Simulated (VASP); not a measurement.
Set up this calculation in VASP 6.6.1, as the native input.

| Property | Result |
| --- | --- |
| Task | single point |
| Functional | PBE |
| Potentials or basis | VASP PAW PBE potentials, release 64 (Ga_d, P) |
| Cutoff | 500 eV |
| k mesh | 3 × 3 × 3 |
| Occupations | gaussian, width 0.01 eV |
| Spin | no spin polarisation |
| Dipole correction | no |
| Further INCAR settings | ALGO = Normal; EDIFF = 1e-06; NBANDS = 16 |

The structure of GaP lies in POSCAR:

```
GaP
1.0
    0.0000000000      2.7252500000      2.7252500000
    2.7252500000      0.0000000000      2.7252500000
    2.7252500000      2.7252500000      0.0000000000
Ga P
1 1
Direct
    0.0000000000      0.0000000000      0.0000000000
    0.2500000000      0.2500000000      0.2500000000
```

The input as run:

INCAR

```
ALGO     = Normal         # electronic algorithm
EDIFF    = 1E-6           # SCF threshold, eV
ENCUT    = 500            # plane-wave cutoff, eV
GGA      = PE             # functional
GGA_COMPAT= F            
ISIF     = 2              # what is computed and relaxed
ISMEAR   = 0              # smearing method
LASPH    = T              # aspherical terms in the spheres
LCHARG   = T              # write CHGCAR
LELF     = T              # ELF
LREAL    = F              # projectors in reciprocal space
LVHAR    = T            
LWAVE    = F              # write WAVECAR
NBANDS   = 16             # bands
NELM     = 120            # most SCF steps
PREC     = Accurate       # precision mode
SIGMA    = 0.01           # smearing width, eV
```

KPOINTS

```
k-points
0
Gamma
  3 3 3
```

Potentials or basis: VASP PAW PBE potentials, release 64 (Ga_d, P).

Launch:

```sh
$ cat potpaw_PBE.64/Ga_d/POTCAR potpaw_PBE.64/P/POTCAR > POTCAR
$ mpirun -np 1 vasp_std > vasp.out
```

It gave:

The pressure is 4.0 GPa and the band gap on the k mesh is 1.70 eV, indirect (least direct gap 1.80 eV).

Caveat: the k points lie up to 0.67 Å⁻¹ apart.

It took 13 s on 1 thread of Intel Xeon 8259CL, on a shared host, peak memory 0.15 GiB.
